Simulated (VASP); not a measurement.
A run of VASP 6.6.1:

Contents of INCAR:

```
PREC     = Accurate       # precision mode
ENCUT    = 520            # plane-wave cutoff, eV
EDIFF    = 1E-6           # SCF threshold, eV
ISMEAR   = -1             # smearing method
SIGMA    = 0.05           # smearing width, eV
LREAL    = False          # projectors in reciprocal space
LASPH    = True           # aspherical terms in the spheres
NELM     = 100            # most SCF steps
ALGO     = Normal         # electronic algorithm
ISIF     = 2              # what is computed and relaxed
LWAVE    = False          # write WAVECAR
LCHARG   = False          # write CHGCAR
NBANDS   = 18             # bands
```

File KPOINTS:

```
Automatic mesh
0
Gamma
  9 9 5
```

Contents of POSCAR:

```
Au
1.0
    2.7404745181      0.0000000000      0.0000000000
   -1.3702372590      2.3733205511      0.0000000000
    0.0000000000      0.0000000000      4.5575876444
Au
2
Direct
    0.3333333333      0.6666666667      0.7500000000
    0.6666666667      0.3333333333      0.2500000000
```

Potentials or basis: VASP PAW LDA potentials, release 64 (Au).

Command:

```sh
$ cat potpaw_LDA.64/Au/POTCAR > POTCAR
$ mpirun -np 1 vasp_std > vasp.out
```

Hardware: 1 thread of Intel Xeon 6975P-C, on a shared host.

Task: How long does it take, and how much memory?

Result: Run time: 5.7 s on 1 thread of Intel Xeon 6975P-C, on a shared host, peak memory 0.13 GiB. Counts: scf iterations 11, k points 36.
